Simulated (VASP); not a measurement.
## Ni: single point with LDA

Ni:

```xyz
1
Lattice="-1.3614 1.3614 1.3614 1.3614 -1.3614 1.3614 1.3614 1.3614 -1.3614" Properties=species:S:1:pos:R:3 pbc="T T T"
Ni    0.0000    0.0000    0.0000
```

```json
{"Program": "VASP 6.6.1", "Task": "single point", "Functional": "LDA", "Potentials or basis": "VASP PAW LDA potentials, release 64 (Ni)", "Cutoff": "520 eV", "k mesh": "18 × 18 × 18", "Occupations": "fermi-dirac, width 0.05 eV", "Spin": "collinear spin, ferromagnetic start", "Starting moments": "[0.355] μB"}
```

| Item | Value |
| --- | --- |
| Pressure | -1.4 GPa |
| Band gap on the k mesh | zero (filled and empty bands overlap) |
| Net moment | 0.00 μB per cell |
| Valence electrons inside the program's atomic spheres | Ni 9.47 |

Levels at points of the mesh, in eV from the Fermi level:
Spin up:
```tsv
k point	band 1	band 2	band 3	band 4	band 5	band 6	band 7	band 8	band 9	band 10
(0.00, 0.00, 0.00)	-9.33	-2.14	-2.14	-2.14	-0.61	-0.61	27.33	27.33	27.33	32.79
(0.50, 0.00, 0.00)	-4.82	-3.20	-0.67	-0.42	0.27	0.44	7.31	19.86	21.16	25.11
(0.50, 0.50, 0.50)	-4.40	-4.40	0.19	0.19	0.19	10.30	10.30	10.30	16.68	16.68
```
Spin down:
```tsv
k point	band 3	band 4	band 5	band 6	band 7	band 8
(0.00, 0.00, 0.00)	-2.14	-2.14	-0.60	-0.60	27.33	27.33
(0.50, 0.00, 0.00)	-0.67	-0.42	0.27	0.44	7.31	19.86
(0.50, 0.50, 0.50)	0.19	0.19	0.19	10.30	10.30	10.30
```

Run time: 2.4 min on 1 thread of Intel Xeon 8259CL, with other jobs on the host, peak memory 0.15 GiB.
